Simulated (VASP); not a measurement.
A run of VASP 6.6.1 is set up as follows.

INCAR

```
SYSTEM = P
PREC = Accurate
ENCUT = 520
EDIFF = 1E-6
ISMEAR = 0
SIGMA = 0.03
LREAL = .FALSE.
LASPH = .TRUE.
NELM = 60
ALGO = Normal
ISIF = 2
LWAVE = .FALSE.
LCHARG = .TRUE.
GGA = PE
LELF = .TRUE.
LVHAR = .TRUE.
NBANDS = 30
```

Contents of KPOINTS:

```
Automatic mesh
0
G
  10 7 3
  0 0 0
```

File POSCAR:

```
P
1.0
   -3.3104324909      0.0000000000      0.0000000000
    0.0000000000      0.0000000000     -4.5577726732
    0.0000000000    -12.2854350009      0.0000000000
P
8
Direct
    0.0000000000      0.0862797555      0.7753657880
    0.5000000000      0.0862797555      0.3160643876
    0.0000000000      0.4137202445      0.3160643876
    0.5000000000      0.4137202445      0.7753657880
    0.0000000000      0.9137202445      0.6025384132
    0.5000000000      0.9137202445      0.1432370128
    0.0000000000      0.5862797555      0.1432370128
    0.5000000000      0.5862797555      0.6025384132
```

Potentials or basis: VASP PAW PBE potentials, release 64 (P).

Launch:

```console
$ cat potpaw_PBE.64/P/POTCAR > POTCAR
$ mpirun -np 1 vasp_std > vasp.out
```

(1) Estimate the pressure.

(2) Predict the largest force.

(3) Estimate the band gap on the k mesh.

Results:

(1) -0.3 GPa.

(2) 0.082 eV/Å.

(3) 0.32 eV.

Caveat: the cell differs from its parent crystal (the distance across one plane changed); semilocal functionals underestimate gaps, and a narrow one can read as zero; this functional lacks dispersion, which binds layers or chains, so the pressure and a relaxed spacing across them are unreliable.
